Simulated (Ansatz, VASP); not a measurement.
PbO: VASP beside Ansatz

POSCAR

```
PbO
1.0
    3.9900000000      0.0000000000      0.0000000000
    0.0000000000      3.9900000000      0.0000000000
    0.0000000000      0.0000000000      5.0100000000
Pb O
2 2
Direct
    0.5000000000      0.0000000000      0.7600000000
    0.0000000000      0.5000000000      0.2400000000
    0.5000000000      0.5000000000      0.0000000000
    0.0000000000      0.0000000000      0.0000000000
```

The input INCAR.step1:

```
SYSTEM = PbO
PREC = Accurate ; ENCUT = 520
EDIFF = 1E-5 ; ISMEAR = -1
SIGMA = 0.05 ; LREAL = .FALSE.
LASPH = .TRUE. ; NELM = 120
ALGO = Normal ; ISIF = 2
LWAVE = .TRUE. ; LCHARG = .FALSE.
NBANDS = 28 ; GGA = PE
GGA_COMPAT = .FALSE.
```

Contents of INCAR.step2:

```
SYSTEM = PbO
PREC = Accurate ; ENCUT = 520
EDIFF = 1E-6 ; ISMEAR = -1
SIGMA = 0.05 ; LREAL = .FALSE.
LASPH = .TRUE. ; NELM = 120
ALGO = Normal ; ISIF = 2
LWAVE = .FALSE. ; LCHARG = .FALSE.
GGA = PS ; LHFCALC = .TRUE.
AEXX = 0.25 ; PRECFOCK = Normal
NBANDS = 28 ; ISTART = 1
GGA_COMPAT = .FALSE.
```

File KPOINTS:

```
Automatic mesh
0
G
  4 4 3
  0 0 0
```

File input.yaml:

```yaml
crystal:
  lattice:
    - [3.99, 0.0, 0.0]
    - [0.0, 3.99, 0.0]
    - [0.0, 0.0, 5.01]
  atoms:
    - { symbol: Pb, position: [0.5, 0.0, 0.76] }
    - { symbol: Pb, position: [0.0, 0.5, 0.24] }
    - { symbol: O, position: [0.5, 0.5, 0.0] }
    - { symbol: O, position: [0.0, 0.0, 0.0] }
hamiltonian:
  xc: { exchange: pbesol, correlation: pbesol, exx: { coeff: 0.25 } }
  pseudopotentials: { kind: paw }
kpoints:
  mp_grid: { grid: [4, 4, 3] }
  band_path:
    path:
      - [[0.0, 0.0, 0.0], [0.0, 0.5, 0.0], [0.5, 0.5, 0.0], [0.0, 0.0, 0.0], [0.0, 0.0, 0.5], [0.0, 0.5, 0.5], [0.5, 0.5, 0.5], [0.0, 0.0, 0.5]]
      - [[0.0, 0.5, 0.0], [0.0, 0.5, 0.5]]
      - [[0.5, 0.5, 0.0], [0.5, 0.5, 0.5]]
    npoints: 4
scf:
  occupations: { method: fermi_dirac, width: 0.05 }
  n_extra_bands: 10
output:
  forces: true
  stress: true
  eigenvalues: true
  fatbands: false
```

Alike in both runs: functional PBEsol-based global hybrid with a share of 0.25 of exact exchange; k mesh 4 × 4 × 3; occupations fermi-dirac, width 0.05 eV; no spin polarisation.

|  | VASP | Ansatz |
| --- | --- | --- |
| version | VASP 6.6.1 | Ansatz 0.2.0 |
| potentials or method | VASP PAW PBE potentials, release 64 (Pb_d, O) | Ansatz PAW |
| plane-wave cutoff (eV) | 520 | 420 |
| valence electrons in the cell | 40 | 40 |
| task | single point | band structure |

```csv
,VASP,Ansatz,Ansatz less VASP
gap on the k mesh at the Fermi level (eV),2.45,2.41,-0.041
least direct gap on the mesh (eV),3.88,3.85,-0.031
pressure (GPa),-3.7,-3.7,-0.04
"traceless stress, the component that is largest in VASP (GPa)",0.25,0.26,+0.011
rms of the force components (eV/Å),0.330,0.359,+0.0289
```

VASP's potentials were made for PBE, not for PBEsol-based global hybrid. Atom by atom the forces differ by 0.029 eV/Å (rms over components).

Spin-orbit coupling is off throughout.
